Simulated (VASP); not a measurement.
# Ta2N (P-3m1) in VASP: notebook, part 2 of 2

VASP 6.6.1. Earlier steps stand in the parts before.

## 4. Relaxation of shape and atoms at fixed volume, LDA (12.57 Å³/atom)

This run uses another cell than the first one, of 12.57 Å³/atom.

Contents of INCAR:

```
SYSTEM = Ta2N
PREC     = Accurate       ! precision mode
ENCUT    = 600            ! plane-wave cutoff, eV
EDIFF    = 1E-6           ! SCF threshold, eV
ISMEAR   = 0              ! smearing method
SIGMA    = 0.1            ! smearing width, eV
LREAL    = .False.        ! projectors in reciprocal space
LASPH    = .True.         ! aspherical terms in the spheres
NELM     = 80             ! most SCF steps
ALGO     = Normal         ! electronic algorithm
ISIF     = 4              ! what is computed and relaxed
LWAVE    = .False.        ! write WAVECAR
LCHARG   = .False.        ! write CHGCAR
IBRION   = 2              ! ionic algorithm
NSW      = 50             ! ionic steps
EDIFFG   = -0.01          ! ionic threshold
```

Contents of KPOINTS:

```
regular mesh
0
Gamma
  15 15 10
  0 0 0
```

Contents of POSCAR:

```
Ta2N
1.0
    3.0309674826     -0.0000000028      0.0000000000
   -1.5154837389      2.6248948393      0.0000000000
    0.0000000000      0.0000000000      4.7389078460
Ta N
2 1
Direct
    0.6666666667      0.3333333333      0.7466925287
    0.3333333333      0.6666666667      0.2533074713
    0.0000000000      0.0000000000      0.0000000000
```

Potentials or basis: VASP PAW LDA potentials, release 64 (Ta_pv, N).

Started as:

```sh
$ cat potpaw_LDA.64/Ta_pv/POTCAR potpaw_LDA.64/N/POTCAR > POTCAR
$ mpirun -np 1 vasp_std > vasp.out
```

OUTCAR:

```text
SYSTEM = Ta2N
   PREC = Accurate
   ENCUT = 600
   EDIFF = 1E-6
   ISMEAR = 0
   LREAL = .False.
   LASPH = .True.
   NELM = 80
   ISIF = 4
   IBRION = 2
   NSW = 50
   EDIFFG = -0.01

 ion  position               nearest neighbor table
   1  0.667  0.333  0.747-   3 2.12   3 2.12   3 2.12   2 2.92   2 2.92   2 2.92   2 2.97   2 2.97
                             2 2.97
   2  0.333  0.667  0.253-   3 2.12   3 2.12   3 2.12   1 2.92   1 2.92   1 2.92   1 2.97   1 2.97
                             1 2.97
   3  0.000  0.000  0.000-   1 2.12   2 2.12   2 2.12   1 2.12   1 2.12   2 2.12

  LATTYP: Found a hexagonal cell.
 ALAT       =     3.0309674826
 C/A-ratio  =     1.5634967624

  Lattice vectors:

 A1 = (   3.0309674826,  -0.0000000028,   0.0000000000)
 A2 = (  -1.5154837389,   2.6248948393,   0.0000000000)
 A3 = (   0.0000000000,   0.0000000000,   4.7389078460)

Analysis of symmetry for initial positions (statically):
=====================================================================
 Subroutine PRICEL returns:
 Original cell was already a primitive cell.

 Routine SETGRP: Setting up the symmetry group for a
 hexagonal supercell.

 Subroutine GETGRP returns: Found 12 space group operations
 (whereof 12 operations were pure point group operations)
[... 175 lines left out ...]
  Total        2.8415606      2.8415606      2.8271688     -0.0000000      0.0000000      0.0000000
  in kB      120.7524779    120.7524779    120.1408956     -0.0000000      0.0000000      0.0000000
  external PRESSURE =     120.5486171 kB  Pullay stress =       0.0000000 kB
[... 135 lines left out ...]
--------------------------------------- Ionic step        5  -------------------------------------------

 number of electron      26.9999998 magnetization

 Free energy of the ion-electron system (eV)
  ---------------------------------------------------
  ext. energy  EPLUGINS =         0.00000000
  ---------------------------------------------------
  free energy    TOTEN  =       -37.61132398 eV

  energy without entropy =      -37.60585273  energy(sigma->0) =      -37.60858836

 E-fermi :   8.0875     XC(G=0): -13.4725

 val. band max:        8.0733635866   @ k =   0.0000   0.2667   0.4000
 cond. band min:       8.0995209395   @ k =   0.2000   0.0000   0.4000
 fundamental gap:      0.0261573529
 Fermi energy:         8.0875477411

 k-point     1 :       0.0000    0.0000    0.0000
  band No.  band energies     occupation
      1     -27.4268      2.00000
      2     -26.4288      2.00000
      3     -26.4288      2.00000
      4     -26.2676      2.00000
      5     -26.2676      2.00000
      6     -26.1436      2.00000
[... 457 lines left out ...]
      4     -26.7675      2.00000
      5     -26.5562      2.00000
      6     -26.5152      2.00000
[... 9 lines left out ...]
     16      11.1902      0.00000
     17      12.0946      0.00000

 [... further k-points ...]

------------------------ aborting loop because EDIFF is reached ----------------------------------------

  FORCE on cell =-STRESS in cart. coord.  units (eV):
  Direction    XX          YY          ZZ          XY          YZ          ZX
  --------------------------------------------------------------------------------------
  -------------------------------------------------------------------------------------
  Total        2.6840900      2.6840900      2.6672562     -0.0000000      0.0000000      0.0000000
  in kB      114.0607438    114.0607438    113.3453901     -0.0000000      0.0000000      0.0000000
  external PRESSURE =     113.8222926 kB  Pullay stress =       0.0000000 kB
[... 18 lines left out ...]
  FREE ENERGIE OF THE ION-ELECTRON SYSTEM (eV)
  ---------------------------------------------------
  free  energy   TOTEN  =       -37.6113239842 eV

  energy  without entropy=      -37.6058527263  energy(sigma->0) =      -37.60858836

 reached required accuracy - stopping structural energy minimisation
```

Wall time 7.8 min (1 thread of Intel Xeon 8259CL, shared host); peak memory 0.29 GiB.

What came out:

* Free energy: -37.6113 eV
* Energy gained by relaxing: 1.0 meV/atom
* Ionic steps: 5
* Pressure after relaxing: 11.4 GPa
* Band gap on the k mesh: zero (an odd number of electrons rules out a gap without spin polarisation)

The path:
```
step  energy change (eV)  largest force (eV/Å)  pressure (GPa)  volume (Å³)
   1              0.0000                0.2848           12.05        37.70
   2             -0.0020                0.1345           11.21        37.70
   3             -0.0026                0.0015           11.46        37.70
   4             -0.0029                0.0001           11.41        37.70
   5             -0.0029                0.0007           11.38        37.70
```

Final structure:
```
Ta N
1.0
     3.02659    0.00000    0.00000
    -1.51329    2.62110    0.00000
     0.00000    0.00000    4.75263
Ta N
2 1
Direct
  0.66667 0.33333 0.74448
  0.33333 0.66667 0.25552
  0.00000 0.00000 0.00000
```

Caveat: spin-orbit coupling is left out, which moves the levels of the heavy elements.

## 5. Summary

| cell | gap on the mesh (eV) | pressure (GPa) |
| --- | --- | --- |
| relaxed from a = 2.960, b = 2.960, c = 4.662 Å, angles 90.0, 90.0, 120.0°, 3 atoms, atomic positions A | none | 36.9 |
| relaxed from a = 2.996, b = 2.996, c = 4.702 Å, angles 90.0, 90.0, 120.0°, 3 atoms, atomic positions A | none | 23.1 |
| relaxed from a = 3.031, b = 3.031, c = 4.739 Å, angles 90.0, 90.0, 120.0°, 3 atoms, atomic positions B | none | 11.4 |

Alike in all rows: task relaxation of shape and atoms at fixed volume; level LDA; potentials or basis VASP PAW LDA potentials, release 64 (Ta_pv, N); no spin polarisation; k mesh 15 × 15 × 10; cutoff (eV) 600; smearing gaussian 0.1 eV.

Caveats: spin-orbit coupling is left out, which moves the levels of the heavy elements.

Absolute energies hang on the potentials; compare differences alone.
